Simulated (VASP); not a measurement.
Write the native input for VASP 6.6.1 that does the following.

- Task: single point
- Functional: LDA
- Potentials or basis: VASP PAW LDA potentials, release 64 (Li_sv, Mg)
- Cutoff: 520 eV
- k mesh: 16 × 16 × 16
- Occupations: fermi-dirac, width 0.05 eV
- Spin: no spin polarisation
- Dipole correction: no
- Further INCAR settings: ALGO = Normal; EDIFF = 1e-06; NBANDS = 10

The structure of LiMg lies in POSCAR:

```
LiMg
1.0
    1.5248111501      0.8803501280      4.9174101038
   -1.5248111501      0.8803501280      4.9174101038
    0.0000000000     -1.7607002560      4.9174101038
Li Mg
1 1
Direct
    0.0000000000      0.0000000000      0.0000000000
    0.5000000000      0.5000000000      0.5000000000
```

The input as run:

INCAR

```
SYSTEM = LiMg
ALGO = Normal
EDIFF = 1E-6
ENCUT = 520
GGA = CA
ISIF = 2
ISMEAR = -1
LASPH = .True.
LCHARG = .False.
LREAL = .False.
LWAVE = .False.
NBANDS = 10
NELM = 100
PREC = Accurate
SIGMA = 0.05
```

KPOINTS

```
k-points
0
Gamma
  16 16 16
  0 0 0
```

Potentials or basis: VASP PAW LDA potentials, release 64 (Li_sv, Mg).

Launch:

```sh
$ cat potpaw_LDA.64/Li_sv/POTCAR potpaw_LDA.64/Mg/POTCAR > POTCAR
$ mpirun -np 1 vasp_std > vasp.out
```

It took 3.1 min on 1 thread of Intel(R) Xeon(R) Platinum 8259CL CPU @ 2.50GHz (Skylake/Cascade Lake), with other jobs on the host, peak memory 0.33 GiB.
